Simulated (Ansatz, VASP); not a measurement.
Two plane-wave programs on NbP

POSCAR

```
NbP
1.0
   -1.6691837430      1.6691837430      5.7320230932
    1.6691837430     -1.6691837430      5.7320230932
    1.6691837430      1.6691837430     -5.7320230932
Nb P
2 2
Direct
    0.7498223616      0.7498223616      0.0000000000
    0.4998223616      0.9998223616      0.5000000000
    0.3328062134      0.3328062134      0.0000000000
    0.0828062134      0.5828062134      0.5000000000
```

Contents of INCAR.step1:

```
SYSTEM = NbP
PREC = Accurate
ENCUT = 550
ISMEAR = -1
SIGMA = 0.02
LREAL = .FALSE.
LASPH = .TRUE.
NELM = 120
NBANDS = 26
GGA = PE
ALGO = Normal
EDIFF = 1E-5
LWAVE = .TRUE.
LCHARG = .FALSE.
GGA_COMPAT = .FALSE.
```

INCAR.step2

```
SYSTEM = NbP
PREC = Accurate
ENCUT = 550
EDIFF = 1E-6
ISMEAR = -1
SIGMA = 0.02
LREAL = .FALSE.
LASPH = .TRUE.
NELM = 120
ALGO = Normal
ISIF = 2
LWAVE = .FALSE.
LCHARG = .FALSE.
METAGGA = R2SCAN
LMIXTAU = .TRUE.
NBANDS = 26
ISTART = 1
GGA_COMPAT = .FALSE.
```

Contents of KPOINTS:

```
regular mesh
0
G
  10 10 10
  0 0 0
```

Input for Ansatz:

```yaml
crystal:
  lattice:
    - [-1.669183743, 1.669183743, 5.7320230932]
    - [1.669183743, -1.669183743, 5.7320230932]
    - [1.669183743, 1.669183743, -5.7320230932]
  atoms:
    - { symbol: Nb, position: [0.7498223616, 0.7498223616, 0.0] }
    - { symbol: Nb, position: [0.4998223616, 0.9998223616, 0.5] }
    - { symbol: P, position: [0.3328062134, 0.3328062134, 0.0] }
    - { symbol: P, position: [0.0828062134, 0.5828062134, 0.5] }
kpoints:
  mp_grid: { grid: [10, 10, 10] }
  band_path:
    path:
      - [0.0, 0.0, 0.0]
      - [0.0, 0.0, 0.5]
      - [0.25, 0.25, 0.25]
      - [0.0, 0.5, 0.0]
      - [0.5, 0.5, -0.5]
      - [0.2711998329, 0.7288001671, -0.2711998329]
      - [-0.2711998329, 0.2711998329, 0.2711998329]
      - [-0.0423996659, 0.0423996659, 0.5]
      - [0.5, 0.5, -0.0423996659]
      - [0.349447, -0.44222, 0.44222]
      - [0.21167, -0.293538, 0.293538]
    npoints: 1
hamiltonian:
  xc: r2scan
scf:
  occupations: { method: fermi_dirac, width: 0.02 }
  n_extra_bands: 5
output:
  forces: true
  stress: true
  eigenvalues: true
  write_density: true
  write_potential: true
  elf: true
  volumetric_format: npy
```

Alike in both runs: task single point; functional r2SCAN; k mesh 10 × 10 × 10; occupations fermi-dirac, width 0.02 eV; no spin polarisation.

|  | VASP | Ansatz |
| --- | --- | --- |
| version | VASP 6.6.1 | Ansatz 0.2.0 |
| potentials or method | VASP PAW PBE potentials, release 64 (Nb_sv, P) | plane waves, PAW |
| plane-wave cutoff (eV) | 550 | 500 |
| valence electrons in the cell | 36 | 36 |

Ansatz gave:

| Property | Result |
| --- | --- |
| pressure (GPa) | 0.0 |

Task: Which values does VASP return?

Result: Pressure (GPa): -0.4.

VASP's potentials were made for PBE, not for r2SCAN.
